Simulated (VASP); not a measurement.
Here is a VASP 6.6.1 calculation.

INCAR

```
SYSTEM = Ru
PREC = Accurate
ENCUT = 520
EDIFF = 1E-7
ISMEAR = -1
SIGMA = 0.1
LREAL = .FALSE.
LASPH = .TRUE.
NELM = 80
ALGO = Normal
ISIF = 2
LWAVE = .FALSE.
LCHARG = .TRUE.
GGA = CA
LELF = .TRUE.
LVHAR = .TRUE.
NBANDS = 36
```

The input KPOINTS:

```
regular mesh
0
G
  15 15 4
  0 0 0
```

File POSCAR:

```
Ru
1.0
    2.6640328385      0.0000000000      0.0000000000
   -1.3320164193      2.3071201147      0.0000000000
    0.0000000000      0.0000000000      8.5544096839
Ru
4
Direct
    0.0000000000      0.0000000000      1.0000000000
    0.0000000000      0.0000000000      0.5000000000
    0.3333333333      0.6666666667      0.2500000000
    0.6666666667      0.3333333333      0.7500000000
```

Potentials or basis: VASP PAW LDA potentials, release 64 (Ru_pv).

Launch:

```console
$ cat potpaw_LDA.64/Ru_pv/POTCAR > POTCAR
$ mpirun -np 1 vasp_std > vasp.out
```

**Question.** What does it give for the band gap on the k mesh?

**Answer.** Zero (band 28 reaches 14.95 eV, above the bottom of band 29 at 11.96 eV).

**Question.** Estimate the pressure.

**Answer.** 0.8 GPa.

Stress tensor (GPa, compression positive):
```
0.34 0.00 0.00
0.00 0.34 0.00
0.00 0.00 1.82
```
